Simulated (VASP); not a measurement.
The system is KBr.

```
K Br
1.0
     4.03916    0.00000    0.00000
     0.00000    4.03916    0.00000
     0.00000    0.00000    4.03916
K Br
1 1
Direct
  0.00000 0.00000 0.00000
  0.50000 0.50000 0.50000
```

| Quantity | Value |
| --- | --- |
| Program | VASP 6.6.1 |
| Task | relaxation of cell and atoms |
| Functional | PBEsol |
| Potentials or basis | VASP PAW PBE potentials, release 64 (K_sv, Br) |
| Cutoff | 600 eV |
| k mesh | 6 × 6 × 6 |
| Occupations | fermi-dirac, width 0.02 eV |
| Spin | no spin polarisation |

At the start: pressure -1.2 GPa; volume 32.95 Å³/atom.

Q: How do energy, volume and symmetry change on relaxing?

A: Over 4 steps the energy falls by 9.4 meV/atom and the volume is 30.53 Å³/atom (-7.3 %); space group Pm-3m (No. 221, to 0.05 Å).

The path:
```
step  energy change (eV)  largest force (eV/Å)  pressure (GPa)  volume (Å³)
   1              0.0000                0.0000           -1.16        65.90
   2             -0.0131                0.0000           -0.69        63.65
   3             -0.0188                0.0000           -0.06        61.30
   4             -0.0188                0.0000            0.01        61.06
```

Final structure:
```yaml
crystal:
  lattice:
    - [3.93786, 0.00000, 0.00000]
    - [0.00000, 3.93786, 0.00000]
    - [0.00000, 0.00000, 3.93786]
  atoms:
    - { symbol: K, position: [0.00000, 0.00000, 0.00000] }
    - { symbol: Br, position: [0.50000, 0.50000, 0.50000] }
```

Caveat: the PAW data sets were made with another functional, which shifts forces and pressure a little.
